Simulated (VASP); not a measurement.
A run of VASP 6.6.1 is set up as follows.

INCAR

```
ALGO = Fast
EDIFF = 1E-6
ENCUT = 520
ISIF = 2
ISMEAR = -1
LASPH = T
LCHARG = F
LREAL = F
LWAVE = F
NBANDS = 49
NELM = 100
PREC = Accurate
SIGMA = 0.15
```

File KPOINTS:

```
k-points
0
Gamma
  6 6 10
```

The input POSCAR:

```
Hf3Si2
1.0
    6.9188800553      0.0000000000      0.0000000000
    0.0000000000      6.9188800553      0.0000000000
    0.0000000000      0.0000000000      3.5785555533
Hf Si
6 4
Direct
    0.6739816089      0.8260183911      0.5000000000
    0.8260183911      0.3260183911      0.5000000000
    0.3260183911      0.1739816089      0.5000000000
    0.1739816089      0.6739816089      0.5000000000
    0.5000000000      0.5000000000      0.0000000000
    0.0000000000      0.0000000000      0.0000000000
    0.6237310724      0.1237310724      0.0000000000
    0.8762689276      0.6237310724      0.0000000000
    0.1237310724      0.3762689276      0.0000000000
    0.3762689276      0.8762689276      0.0000000000
```

Potentials or basis: VASP PAW LDA potentials, release 64 (Hf_pv, Si).

Command:

```sh
$ cat potpaw_LDA.64/Hf_pv/POTCAR potpaw_LDA.64/Si/POTCAR > POTCAR
$ mpirun -np 1 vasp_std > vasp.out
```

Question: Predict the largest force.

Answer: 0.019 eV/Å.

Question: What does it give for the pressure?

Answer: 0.5 GPa.

Forces on the atoms (eV/Å):
```
Hf   0.004 -0.004  0.000
Hf  -0.004 -0.004  0.000
Hf  -0.004  0.004  0.000
Hf   0.004  0.004  0.000
Hf   0.000  0.000  0.000
Hf   0.000  0.000  0.000
Si  -0.014 -0.014  0.000
Si   0.014 -0.014  0.000
Si  -0.014  0.014  0.000
Si   0.014  0.014  0.000
```
